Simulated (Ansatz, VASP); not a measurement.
## ZnSe2 in VASP and in Ansatz

```
CELL_PARAMETERS angstrom
6.05204 0.00000 0.00000
0.00000 6.31493 0.00000
0.00000 0.00000 6.31370
ATOMIC_POSITIONS crystal
Zn 0.50000 0.50000 0.00000
Zn 0.50000 0.00000 0.50000
Zn 0.00000 0.50000 0.50000
Zn 0.00000 0.00000 0.00000
Se 0.11076 0.88995 0.39051
Se 0.88924 0.38995 0.10949
Se 0.38924 0.11005 0.89051
Se 0.61076 0.61005 0.60949
Se 0.88924 0.11005 0.60949
Se 0.11076 0.61005 0.89051
Se 0.61076 0.88995 0.10949
Se 0.38924 0.38995 0.39051
```

Alike in both runs: task single point; functional PBEsol; k mesh 6 × 6 × 6; occupations gaussian, width 0.02 eV; no spin polarisation.

|  | VASP | Ansatz |
| --- | --- | --- |
| version | VASP 6.6.1 | Ansatz 0.2.0 |
| potentials or method | VASP PAW PBE potentials, release 64 (Zn, Se), cutoff 520 eV | scalar-relativistic, plane waves, PAW |
| valence electrons in the cell | 96 | 176 |

```csv
,VASP,Ansatz,Ansatz less VASP
gap on the k mesh at the Fermi level (eV),0.63,0.63,0.000
least direct gap on the mesh (eV),0.75,0.74,-0.005
pressure (GPa),0.9,0.6,-0.27
"traceless stress, the component that is largest in VASP (GPa)",1.27,1.25,-0.025
rms of the force components (eV/Å),0.012,0.004,-0.0083
```

VASP's potentials were made for PBE, not for PBEsol. Atom by atom the forces differ by 0.013 eV/Å (rms over components). VASP's potentials hold 96 valence electrons a cell and Ansatz's 176, so a difference there can come from the potentials and not from the codes.
